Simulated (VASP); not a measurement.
# Si16Ge (a cell with a defect) in VASP: a series of runs, part 2 of 2

VASP 6.6.1. Earlier steps stand in the parts before.

## Step 3: Single point, PBEsol

INCAR

```
SYSTEM = Si16Ge
ALGO     = Normal         ! electronic algorithm
EDIFF    = 1E-6           ! SCF threshold, eV
ENCUT    = 520            ! plane-wave cutoff, eV
GGA      = PS             ! functional
ISIF     = 2              ! what is computed and relaxed
ISMEAR   = 0              ! smearing method
LASPH    = .TRUE.         ! aspherical terms in the spheres
LCHARG   = .FALSE.        ! write CHGCAR
LREAL    = Auto         
LWAVE    = .FALSE.        ! write WAVECAR
NBANDS   = 53             ! bands
NELM     = 80             ! most SCF steps
PREC     = Accurate       ! precision mode
SIGMA    = 0.02           ! smearing width, eV
```

KPOINTS

```
k-points
0
G
  2 2 2
  0 0 0
```

POSCAR

```
Si16Ge
1.0
    0.0000000000      5.4300000000      5.4300000000
    5.4300000000      0.0000000000      5.4300000000
    5.4300000000      5.4300000000      0.0000000000
Si Ge
16 1
Direct
   -0.0116584110      0.0069451825      0.0032723956
    0.1190398717      0.1304994231      0.1305741140
   -0.0001446588     -0.0024504058      0.5011992196
    0.1201035302      0.1294116684      0.6203657170
    0.0004877678      0.5011290615     -0.0023648439
    0.1217240641      0.6219324000      0.1278574275
    0.0009547655      0.5007011423      0.5001255922
    0.1246345810      0.6248690502      0.6249513059
    0.5005502300      0.0032137649      0.0070508028
    0.6247859295      0.1248186498      0.1248228534
    0.5030118074      0.0008381815      0.4884070286
    0.6275892817      0.1278086089      0.6219788308
    0.5067454967      0.4883977991      0.0008971980
    0.6292059289      0.6203004465      0.1294985651
    0.4973132057      0.5000740619      0.5007735275
    0.6303032125      0.6192149217      0.6192674089
    0.3747562972      0.8748160435      0.8748256570
```

Potentials or basis: VASP PAW PBE potentials, release 64 (Si, Ge_d).

On the command line:

```console
$ cat potpaw_PBE.64/Si/POTCAR potpaw_PBE.64/Ge_d/POTCAR > POTCAR
$ mpirun -np 1 vasp_std > vasp.out
```

OUTCAR:

```text
SYSTEM = Si16Ge
   EDIFF = 1E-6
   ENCUT = 520
   GGA = PS
   ISIF = 2
   ISMEAR = 0
   LASPH = .TRUE.
   LREAL = Auto
   NELM = 80
   PREC = Accurate

 ion  position               nearest neighbor table
   1  0.988  0.007  0.003-  10 2.28   2 2.39   4 2.40   6 2.41  17 2.42
   2  0.119  0.130  0.131-   3 2.32   5 2.32   9 2.39   1 2.39  17 2.78
   3  1.000  0.998  0.501-   2 2.32   4 2.33  12 2.33   8 2.34
   4  0.120  0.129  0.620-   3 2.33   7 2.33   1 2.40  11 2.40  17 2.76
   5  0.000  0.501  0.998-   2 2.32  14 2.33   6 2.33   8 2.34
   6  0.122  0.622  0.128-   5 2.33   7 2.33   1 2.41  13 2.41  17 2.75
[... 657 lines left out ...]
  in kB       49.3946727     47.4807682     44.5972721     -0.0265663     -0.0009588     -0.0232759
  external PRESSURE =      47.1575710 kB  Pullay stress =       0.0000000 kB

 VOLUME and BASIS-vectors are now :
 -----------------------------------------------------------------------------
  energy-cutoff  :      520.00
  volume of cell :      320.21
      direct lattice vectors                 reciprocal lattice vectors
     0.000000000  5.430000000  5.430000000    -0.092081031  0.092081031  0.092081031
     5.430000000  0.000000000  5.430000000     0.092081031 -0.092081031  0.092081031
     5.430000000  5.430000000  0.000000000     0.092081031  0.092081031 -0.092081031

 POSITION                                       TOTAL-FORCE (eV/Angst)
 -----------------------------------------------------------------------------------
      0.05548      5.38446      5.40441        -0.011471     -0.002242     -0.003346
      1.41763      1.35540      1.35500         0.000494     -0.001769     -0.002108
      8.13821      8.15073     10.84591         0.001741      0.001722     -0.003190
      4.07129      4.02075      1.35487        -0.000071      0.001864      0.000220
      8.13829      5.41981      2.72378         0.001593     -0.002071      0.002972
      4.07136      1.35523      4.03805        -0.000014      0.001017      0.000764
[... 9 lines left out ...]
      6.72496      6.78517      6.78488         0.000378     -0.000533     -0.000677
      9.50055      6.78523      6.78518        -0.001258      0.000258      0.000889
 -----------------------------------------------------------------------------------
    total drift:                                0.003506      0.003455      0.003319

  FREE ENERGIE OF THE ION-ELECTRON SYSTEM (eV)
  ---------------------------------------------------
  free  energy   TOTEN  =       -92.7836314774 eV

  energy  without entropy=      -92.7833858259  energy(sigma->0) =      -92.78350865
```

OSZICAR:

```text
N       E                     dE             d eps       ncg     rms          rms(c)
DAV:   1     0.391139833532E+03    0.39114E+03   -0.30191E+04  1058   0.158E+03
DAV:   2    -0.309977897642E+02   -0.42214E+03   -0.39259E+03   936   0.389E+02
DAV:   3    -0.914061842468E+02   -0.60408E+02   -0.58045E+02  1045   0.101E+02
DAV:   4    -0.945765830669E+02   -0.31704E+01   -0.31327E+01  1072   0.268E+01
DAV:   5    -0.946728233369E+02   -0.96240E-01   -0.96047E-01  1064   0.472E+00    0.147E+01
DAV:   6    -0.933473136972E+02    0.13255E+01   -0.77202E-01  1027   0.300E+00    0.874E+00
DAV:   7    -0.927811346439E+02    0.56618E+00   -0.12110E+00  1024   0.370E+00    0.621E-01
DAV:   8    -0.927836037276E+02   -0.24691E-02   -0.73221E-02  1083   0.137E+00    0.371E-01
DAV:   9    -0.927833742468E+02    0.22948E-03   -0.76626E-03  1128   0.485E-01    0.177E-01
DAV:  10    -0.927835484372E+02   -0.17419E-03   -0.59868E-04  1267   0.192E-01    0.946E-02
DAV:  11    -0.927836317503E+02   -0.83313E-04   -0.13808E-04  1000   0.500E-02    0.170E-02
DAV:  12    -0.927836303284E+02    0.14219E-05   -0.21297E-05  1283   0.411E-02    0.115E-02
DAV:  13    -0.927836315398E+02   -0.12114E-05   -0.48058E-06  1008   0.849E-03    0.417E-03
DAV:  14    -0.927836314774E+02    0.62340E-07   -0.28294E-07   611   0.357E-03
   1 F= -.92783631E+02 E0= -.92783509E+02  d E =-.245652E-03
```

Run time: 2.2 min. Hardware: 1 thread of Intel Xeon 6975P-C (Granite Rapids), shared host; peak memory 0.49 GiB.

Results:

```
Free energy            : -92.7836 eV
Pressure               : 4.7 GPa
Largest force          : 0.014 eV/Å
Band gap on the k mesh : zero (band 39 reaches 6.88 eV, above the bottom of band 40 at 6.55 eV)
```

Forces on the atoms (eV/Å):
```
Si  -0.011 -0.002 -0.003
Si   0.000 -0.002 -0.002
Si   0.002  0.002 -0.003
Si   0.000  0.002  0.000
Si   0.002 -0.002  0.003
Si   0.000  0.001  0.001
Si  -0.001  0.000  0.001
Si   0.001  0.002  0.002
Si  -0.012  0.004  0.007
Si   0.002  0.000 -0.001
Si   0.012  0.001  0.004
Si  -0.001 -0.002 -0.002
Si   0.012  0.001 -0.002
Si  -0.001 -0.004 -0.002
Si  -0.002 -0.001 -0.002
Si   0.000 -0.001 -0.001
Ge  -0.001  0.000  0.001
```

Stress tensor (GPa, compression positive):
```
4.94 0.00 0.00
0.00 4.75 0.00
0.00 0.00 4.46
```

Levels at points of the mesh, in eV from the Fermi level:
| k point | band 35 | band 36 | band 37 | band 38 | band 39 | band 40 | band 41 | band 42 | band 43 | band 44 |
| --- | --- | --- | --- | --- | --- | --- | --- | --- | --- | --- |
| (0.00, 0.00, 0.00) | -1.64 | -0.75 | -0.72 | -0.70 | -0.26 | -0.24 | -0.22 | -0.03 | 0.03 | 0.44 |
| (0.50, 0.00, 0.00) | -1.44 | -1.44 | -1.39 | -1.38 | -0.31 | 0.50 | 0.54 | 0.87 | 0.87 | 1.26 |
| (0.00, 0.50, 0.00) | -1.44 | -1.44 | -1.39 | -1.38 | -0.31 | 0.50 | 0.54 | 0.86 | 0.87 | 1.26 |
| (0.00, 0.00, 0.50) | -1.45 | -1.44 | -1.39 | -1.38 | -0.31 | 0.50 | 0.54 | 0.86 | 0.87 | 1.26 |
| (0.50, 0.50, 0.50) | -1.44 | -1.44 | -1.39 | -1.38 | -0.31 | 0.50 | 0.54 | 0.86 | 0.87 | 1.26 |
| (0.50, 0.50, 0.00) | -1.99 | -1.98 | -1.85 | -1.29 | 0.08 | 0.81 | 1.04 | 1.07 | 1.08 | 1.96 |
| (0.00, 0.50, 0.50) | -2.02 | -2.00 | -1.80 | -1.25 | 0.06 | 0.81 | 1.05 | 1.05 | 1.11 | 1.91 |
| (0.50, 0.00, 0.50) | -2.01 | -1.99 | -1.82 | -1.26 | 0.07 | 0.81 | 1.02 | 1.06 | 1.11 | 1.93 |

Caveat: the k points lie up to 0.50 Å⁻¹ apart; the PAW data sets were made with another functional, which shifts forces and pressure a little.
